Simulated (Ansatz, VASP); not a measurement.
Ti: VASP beside Ansatz

```
Ti
1.0
     0.00000    2.09090    1.99955
     2.09090    0.00000    1.99955
     2.09090    2.09090    0.00000
Ti
1
Direct
  0.00000 0.00000 0.00000
```

Change from the starting cell: strain +0.030 along x and y, -0.015 along z, atoms carried along.

Alike in both runs: task single point; functional PBEsol; k mesh 10 × 10 × 10; occupations gaussian, width 0.15 eV; no spin polarisation.

|  | VASP | Ansatz |
| --- | --- | --- |
| version | VASP 6.6.1 | Ansatz 0.2.0 |
| potentials or method | VASP PAW PBE potentials, release 64 (Ti_sv), cutoff 520 eV | scalar-relativistic, plane waves, PAW |
| valence electrons in the cell | 12 | 12 |

Ansatz gave:

```
gap on the k mesh at the Fermi level (eV)                     : none
pressure (GPa)                                                : -5.0
traceless stress, the component that is largest in VASP (GPa) : 1.02
```

Task: Estimate VASP's values.

Result: gap on the k mesh at the Fermi level (eV): none; pressure (GPa): -5.2; traceless stress, the component that is largest in VASP (GPa): 1.02.

VASP's potentials were made for PBE, not for PBEsol. A gap of «none» marks a metal or a gap that the smearing closes.
